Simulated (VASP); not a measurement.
## Ga3As2P: single point with PBE

Ga3As2P:

```
Ga P As
1.0
     2.00247   -3.46838    0.00000
    -6.00742   -3.46838    0.00000
     0.00000    0.00000   -9.81517
Ga P As
6 2 4
Direct
  0.00000 0.00000 0.00658
  0.50000 0.50000 0.00658
  0.50000 0.83333 0.32663
  0.00000 0.33333 0.32663
  0.00000 0.66667 0.66649
  0.50000 0.16667 0.66649
  0.50000 0.83333 0.08334
  0.00000 0.33333 0.08334
  0.00000 0.66667 0.41373
  0.50000 0.16667 0.41373
  0.00000 0.00000 0.75324
  0.50000 0.50000 0.75324
```

- Program: VASP 6.6.1
- Task: single point
- Functional: PBE
- Potentials or basis: VASP PAW PBE potentials, release 64 (Ga_d, P, As)
- Cutoff: 520 eV
- k mesh: 4 × 2 × 2
- Occupations: gaussian, width 0.1 eV
- Spin: no spin polarisation

| Item | Value |
| --- | --- |
| Pressure | 0.1 GPa |
| Largest force | 0.041 eV/Å |
| Band gap on the k mesh | 0.52 eV |

Forces on the atoms (eV/Å):
```
Ga  -0.019 -0.011  0.008
Ga  -0.019 -0.011  0.008
Ga  -0.026 -0.015  0.028
Ga  -0.026 -0.015  0.028
Ga  -0.027 -0.015  0.019
Ga  -0.027 -0.015  0.019
P    0.020  0.011 -0.017
P    0.020  0.011 -0.017
As   0.026  0.015 -0.015
As   0.026  0.015 -0.015
As   0.027  0.015 -0.022
As   0.027  0.015 -0.022
```

Stress tensor (GPa, compression positive):
```
-0.06 -0.42  0.04
-0.42  0.43  0.03
 0.04  0.03 -0.17
```

Levels at points of the mesh, in eV from the valence-band top:
```tsv
k point	band 52	band 53	band 54	band 55	band 56	band 57
(0.00, 0.00, 0.00)	-0.10	0.00	0.00	0.52	1.08	1.39
(0.50, 0.00, 0.00)	-2.28	-1.23	-1.23	2.46	2.46	2.51
(0.00, 0.50, 0.00)	-0.93	-0.89	-0.89	1.98	1.98	2.20
(0.50, 0.50, 0.00)	-1.71	-1.48	-1.48	1.50	1.50	1.61
(0.00, 0.00, 0.50)	-0.50	-0.24	-0.23	0.94	1.00	1.55
(0.50, 0.00, 0.50)	-1.96	-1.83	-1.83	2.60	2.60	2.78
(0.00, 0.50, 0.50)	-1.52	-0.63	-0.63	1.78	1.78	2.05
(0.50, 0.50, 0.50)	-1.16	-1.12	-1.12	1.00	1.00	1.71
```

It took 2.6 min on 1 thread of AMD EPYC 9R45 96-Core Processor (Zen 5), with other jobs on the host, peak memory 0.4 GiB.

Caveat: the k points lie up to 0.45 Å⁻¹ apart; semilocal functionals underestimate gaps, and a narrow one can read as zero. A k mesh can miss the band edges.
